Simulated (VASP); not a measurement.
Runs of VASP 6.6.1 on Bi. The structure is that of space group C2/m (No. 12), or close to it. The cells are those of the table. 

```csv
level,potentials or basis,cell,k mesh,smearing,further INCAR settings,gap on the mesh (eV),pressure (GPa),largest force (eV/Å)
LDA,"VASP PAW LDA potentials, release 64 (Bi_d)","a = 4.720, b = 4.720, c = 3.381 Å, angles 106.2, 106.2, 83.8°, 2 atoms",6 × 6 × 9,fermi-dirac 0.05 eV,ALGO = Fast; EDIFF = 1e-07; NBANDS = 22,none,-4.4,0.11
PBEsol,"VASP PAW PBE potentials, release 64 (Bi_d)","a = 4.657, b = 4.657, c = 3.336 Å, angles 106.2, 106.2, 83.8°, 2 atoms",6 × 6 × 9,fermi-dirac 0.05 eV,ALGO = Fast; EDIFF = 1e-07; NBANDS = 22,none,-1.6,(a)
LDA,"VASP PAW LDA potentials, release 64 (Bi_d)","a = 4.689, b = 4.689, c = 3.359 Å, angles 106.2, 106.2, 83.8°, 2 atoms",5 × 5 × 7,methfessel-paxton 0.01 eV,ALGO = Fast; EDIFF = 1e-06; NBANDS = 22,none,-3.5,(b)
LDA,"VASP PAW LDA potentials, release 64 (Bi_d)","a = 4.657, b = 4.657, c = 3.336 Å, angles 106.2, 106.2, 83.8°, 2 atoms",6 × 6 × 9,fermi-dirac 0.05 eV,ALGO = Fast; EDIFF = 1e-07; NBANDS = 22,none,(c),0.06
LDA,"VASP PAW LDA potentials, release 64 (Bi_d)","a = 4.593, b = 4.593, c = 3.290 Å, angles 106.2, 106.2, 83.8°, 2 atoms",6 × 6 × 9,fermi-dirac 0.05 eV,ALGO = Fast; EDIFF = 1e-06; NBANDS = 22,none,-0.6,-
```

Alike in all rows: task single point; no spin polarisation; cutoff (eV) 520.

Task: Estimate the missing entries.

Result: (a) 0.03; (b) 0.12; (c) -2.7.

Caveats: spin-orbit coupling is left out, which moves the levels of the heavy elements; the PAW data sets were made with another functional, which shifts forces and pressure a little (some runs).

A k mesh can miss the band edges, and the runs leave out spin-orbit coupling on Bi.

A gap of «none» marks levels without a gap at the run's occupations.
